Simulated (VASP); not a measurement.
# SiSnTe3 (P4/mmm) in VASP: single point with PBE

Aim: the single point of SiSnTe3 with PBE.

All numbers are computed with VASP 6.6.1; they aren't measurements. Logs are shortened: lines on timing, memory, paths and dates and some standing lists are left out, and cuts for length are marked.

**1. The cell of the first run**

The structure is tetragonal, space group P4/mmm (No. 123). The conventional cell has a = 6.268 Å, b = 6.268 Å, c = 4.401 Å, α = 90.00°, β = 90.00°, γ = 90.00°. Si (site symmetry 4/mmm) has 4 Te at 3.13 Å within 4.1 Å. Within 2.9 Å of Sn (site symmetry 4/mmm) lie 2 Te at 2.20 Å. Within 4.1 Å of Te (site symmetry mmm) lie 2 Si at 3.13 Å and 2 Te at 3.13 Å and 4 Sn at 3.83 Å. Te (site symmetry 4/mmm) has 2 Sn at 2.20 Å within 2.9 Å.

**2. Single point, PBE**

INCAR

```
SYSTEM = SiSnTe3
PREC = Accurate
ENCUT = 500
EDIFF = 1E-6
ISMEAR = 0
SIGMA = 0.1
LREAL = .FALSE.
LASPH = .TRUE.
NELM = 120
ALGO = Normal
ISIF = 2
LWAVE = .FALSE.
LCHARG = .TRUE.
GGA = PE
LELF = .TRUE.
LVHAR = .TRUE.
NBANDS = 26
GGA_COMPAT = .FALSE.
```

KPOINTS

```
Automatic mesh
0
G
  4 4 4
  0 0 0
```

POSCAR

```
SiSnTe3
1.0
    6.2683777400      0.0000000000      0.0000000000
    0.0000000000      6.2683777400      0.0000000000
    0.0000000000      0.0000000000      4.4013101900
Si Sn Te
1 1 3
Direct
    0.0000000000      0.0000000000      0.5000000000
    0.5000000000      0.5000000000      0.0000000000
    0.0000000000      0.5000000000      0.5000000000
    0.5000000000      0.0000000000      0.5000000000
    0.5000000000      0.5000000000      0.5000000000
```

Potentials or basis: VASP PAW PBE potentials, release 64 (Si, Sn_d, Te).

The run is started by

```sh
cat potpaw_PBE.64/Si/POTCAR potpaw_PBE.64/Sn_d/POTCAR potpaw_PBE.64/Te/POTCAR > POTCAR
mpirun -np 1 vasp_std > vasp.out
```

OUTCAR:

```text
SYSTEM = SiSnTe3
   PREC = Accurate
   ENCUT = 500
   EDIFF = 1E-6
   ISMEAR = 0
   LREAL = .FALSE.
   LASPH = .TRUE.
   NELM = 120
   ISIF = 2
   GGA = PE

 ion  position               nearest neighbor table
   1  0.000  0.000  0.500-   3 3.13   4 3.13   3 3.13   4 3.13
   2  0.500  0.500  0.000-   5 2.20   5 2.20
   3  0.000  0.500  0.500-   1 3.13   5 3.13   1 3.13   5 3.13
   4  0.500  0.000  0.500-   1 3.13   5 3.13   5 3.13   1 3.13
   5  0.500  0.500  0.500-   2 2.20   2 2.20   4 3.13   3 3.13   4 3.13   3 3.13

  LATTYP: Found a simple tetragonal cell.
 ALAT       =     6.2683777400
 C/A-ratio  =     0.7021450162

  Lattice vectors:

 A1 = (   6.2683777400,   0.0000000000,   0.0000000000)
 A2 = (   0.0000000000,   6.2683777400,   0.0000000000)
 A3 = (   0.0000000000,   0.0000000000,   4.4013101900)

Analysis of symmetry for initial positions (statically):
=====================================================================
 Subroutine PRICEL returns:
 Original cell was already a primitive cell.

 Routine SETGRP: Setting up the symmetry group for a
 simple tetragonal supercell.

 Subroutine GETGRP returns: Found 16 space group operations
 (whereof 16 operations were pure point group operations)
 out of a pool of 16 trial point group operations.

The static configuration has the point symmetry D_4h.

Analysis of symmetry for dynamics (positions and initial velocities):
=====================================================================
 Subroutine PRICEL returns:
 Original cell was already a primitive cell.

 Routine SETGRP: Setting up the symmetry group for a
 simple tetragonal supercell.

 Subroutine GETGRP returns: Found 16 space group operations
 (whereof 16 operations were pure point group operations)
 out of a pool of 16 trial point group operations.

The dynamic configuration has the point symmetry D_4h.

 Subroutine INISYM returns: Found 16 space group operations
 (whereof 16 operations are pure point group operations),
 and found     1 'primitive' translations

----------------------------------------------------------------------------------------

                                     Primitive cell

  volume of cell :     172.9387

  direct lattice vectors                    reciprocal lattice vectors
     6.268377740  0.000000000  0.000000000     0.159530909  0.000000000  0.000000000
     0.000000000  6.268377740  0.000000000     0.000000000  0.159530909  0.000000000
     0.000000000  0.000000000  4.401310190     0.000000000  0.000000000  0.227205072

  length of vectors
     6.268377740  6.268377740  4.401310190     0.159530909  0.159530909  0.227205072

  position of ions in fractional coordinates (direct lattice)
     0.000000000  0.000000000  0.500000000
     0.500000000  0.500000000  0.000000000
     0.000000000  0.500000000  0.500000000
     0.500000000  0.000000000  0.500000000
     0.500000000  0.500000000  0.500000000

  ion indices of the primitive-cell ions
   primitive index   ion index
                 1           1
                 2           2
                 3           3
                 4           4
                 5           5

----------------------------------------------------------------------------------------

 KPOINTS: Automatic mesh

Automatic generation of k-mesh.
 Grid dimensions read from file:
 generate k-points for:    4    4    4

 Generating k-lattice:

  Cartesian coordinates                     Fractional coordinates (reciprocal lattice)
     0.039882727  0.000000000  0.000000000     0.250000000  0.000000000  0.000000000
     0.000000000  0.039882727  0.000000000     0.000000000  0.250000000  0.000000000
     0.000000000  0.000000000  0.056801268     0.000000000  0.000000000  0.250000000

  Length of vectors
     0.039882727  0.039882727  0.056801268

  Shift w.r.t. Gamma in fractional coordinates (k-lattice)
     0.000000000  0.000000000  0.000000000

 Subroutine IBZKPT returns following result:
 ===========================================

 Found     18 irreducible k-points:

 Following reciprocal coordinates:
            Coordinates               Weight
  0.000000  0.000000  0.000000      1.000000
  0.250000  0.000000  0.000000      4.000000
  0.500000  0.000000  0.000000      2.000000
  0.250000  0.250000  0.000000      4.000000
  0.500000  0.250000  0.000000      4.000000
  0.500000  0.500000  0.000000      1.000000
[... 10 lines left out ...]
  0.500000  0.250000  0.500000      4.000000
  0.500000  0.500000  0.500000      1.000000
   k-points           NKPTS =     18   k-points in BZ     NKDIM =     18   number of bands    NBANDS=     26
   number of dos      NEDOS =    301   number of ions     NIONS =      5
   total plane-waves  NPLWV =  73728
   dimension x,y,z NGX =    48 NGY =   48 NGZ =   32
   dimension x,y,z NGXF=    96 NGYF=   96 NGZF=   64
   ions per type =               1   1   3
   NGX,Y,Z   is equivalent  to a cutoff of  12.73, 12.73, 12.09 a.u.
   NGXF,Y,Z  is equivalent  to a cutoff of  25.46, 25.46, 24.17 a.u.
 SYSTEM =  SiSnTe3
   PREC   = accura    normal or accurate (medium, high low for compatibility)
   ISTART =      0    job   : 0-new  1-cont  2-samecut
   ICHARG =      2    charge: 1-file 2-atom 10-const
   ISPIN  =      1    spin polarized calculation?
   LNONCOLLINEAR =      F non collinear calculations
   LSORBIT =      F    spin-orbit coupling
   LASPH  =      T    aspherical Exc in radial PAW
   ENCUT  =  500.0 eV  36.75 Ry    6.06 a.u.  11.43 11.43  8.02*2*pi/ulx,y,z
   NELM   =    120;   NELMIN=  2; NELMDL= -5     # of ELM steps
   EDIFF  = 0.1E-05   stopping-criterion for ELM
   LREAL  =      F    real-space projection
   EDIFFG = 0.1E-04   stopping-criterion for IOM
   NSW    =      0    number of steps for IOM
   IBRION =     -1    ionic relax: 0-MD 1-quasi-New 2-CG
   NFREE  =      0    steps in history (QN), initial steepest desc. (CG)
   ISIF   =      2    stress and relaxation
   ISYM   =      2    0-nonsym 1-usesym 2-fastsym
   POTIM  = 0.5000    time-step for ionic-motion
   TEBEG  =    0.0;   TEEND  =   0.0 temperature during run
   PSTRESS=    0.0 pullay stress
   NELECT =      36.0000    total number of electrons
   NUPDOWN=      -1.0000    fix difference up-down
   EMIN   =  10.00;   EMAX   =-10.00  energy-range for DOS
   EFERMI =   0.00;   METHOD = LEGACY
   ISMEAR =     0;   SIGMA  =   0.10  broadening in eV -4-tet -1-fermi 0-gaus
   EFERMI_NEDOS =   21; number of points for ismear=-14 and -15
   IALGO  =     38    algorithm
   IMIX   =      4    mixing-type and parameters
     AMIX     =   0.40;   BMIX     =  1.00
     AMIX_MAG =   1.60;   BMIX_MAG =  1.00
  volume/ion in A,a.u.               =      34.59       233.41
  Fermi-wavevector in a.u.,A,eV,Ry     =   0.970238  1.833484 12.808002  0.941362
  Thomas-Fermi vector in A             =   2.100356
   LORBIT       =      0    0 simple, 1 ext, 2 COOP (PROOUT), +10 PAW based schemes
   GGA     = PE    functional components
   LHFCALC =     F    Hartree Fock is set to
   AEXX    =    0.0000 exact exchange contribution
   IVDW    =     0    specifies the selected vdW correction
   LEPSILON=     F    determine dielectric tensor
   LRPA    =     F    only Hartree local field effects (RPA)
 non-spin polarized calculation
 Gauss-broadening in eV      SIGMA  =   0.10
  energy-cutoff  :      500.00
  volume of cell :      172.94
 maximum number of plane-waves:      4440
 NGX is ok and might be reduce to    48
   NGX = 23   NGY = 23   NGZ = 17

 number of electron      35.9999981 magnetization

 Free energy of the ion-electron system (eV)
  ---------------------------------------------------
  ext. energy  EPLUGINS =         0.00000000
  ---------------------------------------------------
  free energy    TOTEN  =        -8.76398236 eV

  energy without entropy =       -8.72798116  energy(sigma->0) =       -8.74598176

 E-fermi :   4.9053     XC(G=0):  -8.5572

 val. band max:        4.8916208710   @ k =   0.5000   0.2500   0.5000
 cond. band min:       4.9094752399   @ k =   0.2500   0.2500   0.2500
 fundamental gap:      0.0178543690
 Fermi energy:         4.9053291078

 k-point     1 :       0.0000    0.0000    0.0000
  band No.  band energies     occupation
      1     -18.7562      2.00000
      2     -18.0433      2.00000
      3     -18.0433      2.00000
      4     -17.6804      2.00000
      5     -17.6770      2.00000
      6      -9.6984      2.00000
[... 18 lines left out ...]
     25       9.3693      0.00000
     26       9.3696      0.00000

 k-point     2 :       0.2500    0.0000    0.0000
  band No.  band energies     occupation
      1     -18.7561      2.00000
      2     -18.0433      2.00000
      3     -18.0433      2.00000
      4     -17.6804      2.00000
      5     -17.6769      2.00000
      6      -9.6516      2.00000
[... 18 lines left out ...]
     25       9.1963      0.00000
     26       9.6886      0.00000

 k-point     3 :       0.5000    0.0000    0.0000
  band No.  band energies     occupation
      1     -18.7561      2.00000
      2     -18.0433      2.00000
      3     -18.0433      2.00000
      4     -17.6804      2.00000
      5     -17.6769      2.00000
      6      -9.6014      2.00000
[... 18 lines left out ...]
     25       9.7760      0.00000
     26      10.0152      0.00000

 k-point     4 :       0.2500    0.2500    0.0000
  band No.  band energies     occupation
      1     -18.7561      2.00000
      2     -18.0433      2.00000
      3     -18.0433      2.00000
      4     -17.6804      2.00000
      5     -17.6769      2.00000
      6      -9.6049      2.00000
[... 18 lines left out ...]
     25       8.9570      0.00000
     26      10.1640      0.00000
[... 322 lines left out ...]
      1     -18.7546      2.00000
      2     -18.0940      2.00000
      3     -18.0940      2.00000
      4     -17.6809      2.00000
      5     -17.6772      2.00000
      6      -9.3292      2.00000
[... 18 lines left out ...]
     25       9.6797      0.00000
     26       9.9836      0.00000

 k-point    17 :       0.5000    0.2500    0.5000
  band No.  band energies     occupation
      1     -18.7546      2.00000
      2     -18.0941      2.00000
      3     -18.0940      2.00000
      4     -17.6810      2.00000
      5     -17.6772      2.00000
      6      -9.2788      2.00000
[... 18 lines left out ...]
     25       9.4908      0.00000
     26      11.0692      0.00000

 k-point    18 :       0.5000    0.5000    0.5000
  band No.  band energies     occupation
      1     -18.7546      2.00000
      2     -18.0941      2.00000
      3     -18.0941      2.00000
      4     -17.6810      2.00000
      5     -17.6771      2.00000
      6      -9.2286      2.00000
[... 18 lines left out ...]
     25      10.5872      0.00000
     26      10.7665      0.00000

------------------------ aborting loop because EDIFF is reached ----------------------------------------

  FORCE on cell =-STRESS in cart. coord.  units (eV):
  Direction    XX          YY          ZZ          XY          YZ          ZX
  --------------------------------------------------------------------------------------
  -------------------------------------------------------------------------------------
  Total       -1.4262845     -1.4262845     54.3621656      0.0000000     -0.0000000      0.0000000
  in kB      -13.2137000    -13.2137000    503.6339922      0.0000000     -0.0000000      0.0000000
  external PRESSURE =     159.0688640 kB  Pullay stress =       0.0000000 kB

 VOLUME and BASIS-vectors are now :
 -----------------------------------------------------------------------------
  energy-cutoff  :      500.00
  volume of cell :      172.94
      direct lattice vectors                 reciprocal lattice vectors
     6.268377740  0.000000000  0.000000000     0.159530909  0.000000000  0.000000000
     0.000000000  6.268377740  0.000000000     0.000000000  0.159530909  0.000000000
     0.000000000  0.000000000  4.401310190     0.000000000  0.000000000  0.227205072

 POSITION                                       TOTAL-FORCE (eV/Angst)
 -----------------------------------------------------------------------------------
      0.00000      0.00000      2.20066         0.000000      0.000000      0.000000
      3.13419      3.13419      0.00000         0.000000      0.000000      0.000000
      0.00000      3.13419      2.20066         0.000000      0.000000      0.000000
      3.13419      0.00000      2.20066         0.000000      0.000000      0.000000
      3.13419      3.13419      2.20066         0.000000      0.000000      0.000000
 -----------------------------------------------------------------------------------
    total drift:                                0.000000     -0.000000     -0.000000

  FREE ENERGIE OF THE ION-ELECTRON SYSTEM (eV)
  ---------------------------------------------------
  free  energy   TOTEN  =        -8.7639823635 eV

  energy  without entropy=       -8.7279811578  energy(sigma->0) =       -8.74598176
```

Run time: 82 s. Hardware: 1 thread of AMD EPYC 7R43 (Zen 3), shared host; peak memory 0.25 GiB.

What came out:

* Free energy: -8.7640 eV
* Pressure: 15.9 GPa
* Band gap on the k mesh: zero (band 18 reaches 6.03 eV, above the bottom of band 19 at 4.41 eV)

Caveat: spin-orbit coupling is left out, which moves the levels of the heavy elements.
